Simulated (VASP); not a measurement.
## Cu: single point with PBE

Crystal: Cu.

```
Cu
1.0
     2.72057    0.00000    0.00000
    -1.36028    2.35608    0.00000
     0.00000    0.00000    4.18260
Cu
2
Direct
  0.33333 0.66667 0.25000
  0.66667 0.33333 0.75000
```

This isn't the form of Cu at room conditions, which is fcc.

```json
{
  "Program": "VASP 6.6.1",
  "Task": "single point",
  "Functional": "PBE",
  "Potentials or basis": "VASP PAW PBE potentials, release 64 (Cu)",
  "Cutoff": "520 eV",
  "k mesh": "21 × 21 × 12",
  "Occupations": "gaussian, width 0.15 eV",
  "Spin": "no spin polarisation",
  "Dipole correction": "no",
  "Further INCAR settings": "ALGO = Fast; EDIFF = 1e-07; NBANDS = 18"
}
```

```yaml
Pressure: -10.1 GPa
Band_gap_on_the_k_mesh: zero (bands 11 and 12 overlap by 5.28 eV)
```

Stress tensor (GPa, compression positive):
```
-12.09   0.00   0.00
  0.00 -12.09   0.00
  0.00   0.00  -6.16
```

Levels at points of the mesh, in eV from the Fermi level:
| k point | band 8 | band 9 | band 10 | band 11 | band 12 | band 13 | band 14 | band 15 |
| --- | --- | --- | --- | --- | --- | --- | --- | --- |
| (0.00, 0.00, 0.00) | -2.33 | -2.33 | -1.57 | -1.57 | -0.11 | 3.99 | 18.69 | 18.69 |
| (0.00, 0.00, 0.50) | -2.68 | -1.75 | -1.75 | -1.75 | -1.75 | 12.95 | 12.95 | 20.26 |

Run time: 110 s on 1 thread of AMD EPYC 7R43 64-Core Processor (Zen 3), on a shared host, peak memory 0.2 GiB.

Caveat: the cell stands under tension.
